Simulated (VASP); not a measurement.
# KI (I-4m2) in VASP: further runs, part 2 of 2

VASP 6.6.1.

## (3) Single point, r2SCAN (epitaxial xy strain +1.0%)

Input file POSCAR:

```
KI
1.0
    0.0000000000      4.0055531450      3.8880912135
    4.0055531450      0.0000000000      3.8880912135
    4.0055531450      4.0055531450      0.0000000000
K I
1 1
Direct
    0.0000000000      0.0000000000      0.0000000000
    0.2500000000      0.2500000000      0.2500000000
```

Input file INCAR.step1:

```
SYSTEM = KI
PREC = Accurate
ENCUT = 520
ISMEAR = 0
SIGMA = 0.01
LREAL = .False.
LASPH = .True.
NELM = 80
NBANDS = 15
GGA = PE
ALGO = Normal
EDIFF = 1E-4
LWAVE = .True.
LCHARG = .False.
```

Input file INCAR.step2:

```
SYSTEM = KI
PREC = Accurate
ENCUT = 520
EDIFF = 1E-6
ISMEAR = 0
SIGMA = 0.01
LREAL = .False.
LASPH = .True.
NELM = 80
ALGO = Normal
ISIF = 2
LWAVE = .False.
LCHARG = .True.
METAGGA = R2SCAN
LMIXTAU = .True.
LELF = .True.
LVHAR = .True.
NBANDS = 15
ISTART = 1
```

Input file KPOINTS:

```
regular mesh
0
Gamma
  6 6 6
  0 0 0
```

Potentials or basis: VASP PAW PBE potentials, release 64 (K_sv, I).

Command:

```
> cat potpaw_PBE.64/K_sv/POTCAR potpaw_PBE.64/I/POTCAR > POTCAR
> cp INCAR.step1 INCAR
> mpirun -np 1 vasp_std > vasp.out
> cp INCAR.step2 INCAR
> mpirun -np 1 vasp_std > vasp.out
```

OUTCAR:

```text
SYSTEM = KI
   PREC = Accurate
   ENCUT = 520
   EDIFF = 1E-6
   ISMEAR = 0
   LREAL = .False.
   LASPH = .True.
   NELM = 80
   ISIF = 2
   METAGGA = R2SCAN
   ISTART = 1

 ion  position               nearest neighbor table
   1  0.000  0.000  0.000-   2 3.44   2 3.44   2 3.44   2 3.44
   2  0.250  0.250  0.250-   1 3.44   1 3.44   1 3.44   1 3.44

  LATTYP: Found a body centered tetragonal cell.
 ALAT       =     5.6647075825
 C/A-ratio  =     1.3727420725

  Lattice vectors:

 A1 = (   0.0000000000,  -4.0055531450,  -3.8880912135)
 A2 = (   0.0000000000,   4.0055531450,  -3.8880912135)
 A3 = (   4.0055531450,   0.0000000000,   3.8880912135)

Analysis of symmetry for initial positions (statically):
=====================================================================
 Subroutine PRICEL returns:
 Original cell was already a primitive cell.

 Routine SETGRP: Setting up the symmetry group for a
 body centered tetragonal supercell.

 Subroutine GETGRP returns: Found  8 space group operations
 (whereof  8 operations were pure point group operations)
 out of a pool of 16 trial point group operations.

The static configuration has the point symmetry D_2d.

Analysis of symmetry for dynamics (positions and initial velocities):
=====================================================================
 Subroutine PRICEL returns:
 Original cell was already a primitive cell.

 Routine SETGRP: Setting up the symmetry group for a
 body centered tetragonal supercell.

 Subroutine GETGRP returns: Found  8 space group operations
 (whereof  8 operations were pure point group operations)
 out of a pool of 16 trial point group operations.

The dynamic configuration has the point symmetry D_2d.

 Subroutine INISYM returns: Found  8 space group operations
 (whereof  8 operations are pure point group operations),
 and found     1 'primitive' translations

----------------------------------------------------------------------------------------

                                     Primitive cell

  volume of cell :     124.7646

  direct lattice vectors                    reciprocal lattice vectors
     0.000000000  4.005553145  3.888091214    -0.124826705  0.124826705  0.128597806
     4.005553145  0.000000000  3.888091214     0.124826705 -0.124826705  0.128597806
     4.005553145  4.005553145  0.000000000     0.124826705  0.124826705 -0.128597806

  length of vectors
     5.582267396  5.582267396  5.664707582     0.218405147  0.218405147  0.218405147

  position of ions in fractional coordinates (direct lattice)
     0.000000000  0.000000000  0.000000000
     0.250000000  0.250000000  0.250000000

  ion indices of the primitive-cell ions
   primitive index   ion index
                 1           1
                 2           2

----------------------------------------------------------------------------------------

 KPOINTS: regular mesh

Automatic generation of k-mesh.
 Grid dimensions read from file:
 generate k-points for:    6    6    6

 Generating k-lattice:

  Cartesian coordinates                     Fractional coordinates (reciprocal lattice)
    -0.020804451  0.020804451  0.021432968     0.166666667  0.000000000  0.000000000
     0.020804451 -0.020804451  0.021432968     0.000000000  0.166666667  0.000000000
     0.020804451  0.020804451 -0.021432968     0.000000000  0.000000000  0.166666667

  Length of vectors
     0.036400858  0.036400858  0.036400858

  Shift w.r.t. Gamma in fractional coordinates (k-lattice)
     0.000000000  0.000000000  0.000000000

 Subroutine IBZKPT returns following result:
 ===========================================

 Found     30 irreducible k-points:

 Following reciprocal coordinates:
            Coordinates               Weight
  0.000000  0.000000  0.000000      1.000000
  0.166667  0.000000  0.000000      8.000000
  0.333333 -0.000000  0.000000      8.000000
  0.500000 -0.000000  0.000000      4.000000
  0.166667  0.166667  0.000000      2.000000
  0.333333  0.166667  0.000000      8.000000
[... 16 lines left out ...]
  0.333333  0.000000  0.333333      4.000000
  0.500000 -0.000000  0.333333     16.000000
 [... further k-points ...]
   k-points           NKPTS =     30   k-points in BZ     NKDIM =     30   number of bands    NBANDS=     15
   number of dos      NEDOS =    301   number of ions     NIONS =      2
   total plane-waves  NPLWV =  74088
   dimension x,y,z NGX =    42 NGY =   42 NGZ =   42
   dimension x,y,z NGXF=    84 NGYF=   84 NGZF=   84
   ions per type =               1   1
   NGX,Y,Z   is equivalent  to a cutoff of  12.51, 12.51, 12.33 a.u.
   NGXF,Y,Z  is equivalent  to a cutoff of  25.02, 25.02, 24.65 a.u.
 SYSTEM =  KI
   PREC   = accura    normal or accurate (medium, high low for compatibility)
   ISTART =      1    job   : 0-new  1-cont  2-samecut
   ICHARG =      0    charge: 1-file 2-atom 10-const
   ISPIN  =      1    spin polarized calculation?
   LNONCOLLINEAR =      F non collinear calculations
   LSORBIT =      F    spin-orbit coupling
   LASPH  =      T    aspherical Exc in radial PAW
   ENCUT  =  520.0 eV  38.22 Ry    6.18 a.u.  10.38 10.38 10.53*2*pi/ulx,y,z
   NELM   =     80;   NELMIN=  2; NELMDL=  0     # of ELM steps
   EDIFF  = 0.1E-05   stopping-criterion for ELM
   LREAL  =      F    real-space projection
   EDIFFG = 0.1E-04   stopping-criterion for IOM
   NSW    =      0    number of steps for IOM
   IBRION =     -1    ionic relax: 0-MD 1-quasi-New 2-CG
   NFREE  =      0    steps in history (QN), initial steepest desc. (CG)
   ISIF   =      2    stress and relaxation
   ISYM   =      2    0-nonsym 1-usesym 2-fastsym
   POTIM  = 0.5000    time-step for ionic-motion
   TEBEG  =    0.0;   TEEND  =   0.0 temperature during run
   PSTRESS=    0.0 pullay stress
   NELECT =      16.0000    total number of electrons
   NUPDOWN=      -1.0000    fix difference up-down
   EMIN   =  10.00;   EMAX   =-10.00  energy-range for DOS
   EFERMI =   0.00;   METHOD = LEGACY
   ISMEAR =     0;   SIGMA  =   0.01  broadening in eV -4-tet -1-fermi 0-gaus
   EFERMI_NEDOS =   21; number of points for ismear=-14 and -15
   IALGO  =     38    algorithm
   IMIX   =      4    mixing-type and parameters
     AMIX     =   0.40;   BMIX     =  1.00
     AMIX_MAG =   1.60;   BMIX_MAG =  1.00
  volume/ion in A,a.u.               =      62.38       420.98
  Fermi-wavevector in a.u.,A,eV,Ry     =   0.825565  1.560091  9.273143  0.681557
  Thomas-Fermi vector in A             =   1.937445
   LORBIT       =      0    0 simple, 1 ext, 2 COOP (PROOUT), +10 PAW based schemes
   METAGGA = R2SCAN    functional components
   LHFCALC =     F    Hartree Fock is set to
   AEXX    =    0.0000 exact exchange contribution
   IVDW    =     0    specifies the selected vdW correction
   LEPSILON=     F    determine dielectric tensor
   LRPA    =     F    only Hartree local field effects (RPA)
 non-spin polarized calculation
 Gauss-broadening in eV      SIGMA  =   0.01
  energy-cutoff  :      520.00
  volume of cell :      124.76
 maximum number of plane-waves:      3373
 NGX is ok and might be reduce to    42
   NGX = 21   NGY = 21   NGZ = 21

 number of electron      16.0000003 magnetization

 Free energy of the ion-electron system (eV)
  ---------------------------------------------------
  ext. energy  EPLUGINS =         0.00000000
  ---------------------------------------------------
  free energy    TOTEN  =       -33.71380672 eV

  energy without entropy =      -33.71380672  energy(sigma->0) =      -33.71380672

 E-fermi :  -2.3666     XC(G=0):  -5.9645

 val. band max:       -2.4991534767   @ k =   0.0000   0.0000   0.0000
 cond. band min:       1.9593297128   @ k =   0.0000   0.0000   0.0000
 fundamental gap:      4.4584831896
 Fermi energy:        -2.3666101506

 k-point     1 :       0.0000    0.0000    0.0000
  band No.  band energies     occupation
      1     -32.1492      2.00000
      2     -14.8709      2.00000
      3     -14.8670      2.00000
      4     -14.8670      2.00000
      5     -12.8243      2.00000
      6      -2.5152      2.00000
      7      -2.5152      2.00000
      8      -2.4992      2.00000
      9       1.9593      0.00000
     10       5.5856      0.00000
     11       5.7785      0.00000
     12       6.2927      0.00000
     13       6.2927      0.00000
     14       6.3537      0.00000
[... 401 lines left out ...]
      2     -14.9334      2.00000
      3     -14.8782      2.00000
      4     -14.8734      2.00000
      5     -12.6973      2.00000
      6      -2.9242      2.00000
      7      -2.6188      2.00000
      8      -2.5477      2.00000
      9       3.3726      0.00000
     10       4.4161      0.00000
     11       5.5556      0.00000
     12       6.1058      0.00000
     13       6.7567      0.00000
     14       7.0104      0.00000
     15       7.3931      0.00000

 [... further k-points ...]
[... 5 lines left out ...]
  --------------------------------------------------------------------------------------
  -------------------------------------------------------------------------------------
  Total       -0.0032008     -0.0032008     -0.0024222      0.0000000      0.0000000      0.0000000
  in kB       -0.0411039     -0.0411039     -0.0311056      0.0000000      0.0000000      0.0000000
  external PRESSURE =      -0.0377711 kB  Pullay stress =       0.0000000 kB

 VOLUME and BASIS-vectors are now :
 -----------------------------------------------------------------------------
  energy-cutoff  :      520.00
  volume of cell :      124.76
      direct lattice vectors                 reciprocal lattice vectors
     0.000000000  4.005553145  3.888091214    -0.124826705  0.124826705  0.128597806
     4.005553145  0.000000000  3.888091214     0.124826705 -0.124826705  0.128597806
     4.005553145  4.005553145  0.000000000     0.124826705  0.124826705 -0.128597806

 POSITION                                       TOTAL-FORCE (eV/Angst)
 -----------------------------------------------------------------------------------
      0.00000      0.00000      0.00000         0.000000      0.000000      0.000000
      2.00278      2.00278      1.94405        -0.000000     -0.000000      0.000000
 -----------------------------------------------------------------------------------
    total drift:                               -0.000000     -0.000000     -0.000000

  FREE ENERGIE OF THE ION-ELECTRON SYSTEM (eV)
  ---------------------------------------------------
  free  energy   TOTEN  =       -33.7138067236 eV

  energy  without entropy=      -33.7138067236  energy(sigma->0) =      -33.71380672
```

Wall time 5.8 min (1 thread of Intel Xeon Platinum 8175M at 2.50GHz (Skylake/Cascade Lake), shared host); peak memory 0.31 GiB.

What came out:

```
Free energy            : -33.7138 eV
Pressure               : 0.0 GPa
Band gap on the k mesh : 4.46 eV
```

Caveat: the cell differs from its parent crystal (epitaxial xy strain +1.0%); the PAW data sets were made with another functional, which shifts forces and pressure a little; spin-orbit coupling is left out, which moves the levels of the heavy elements.
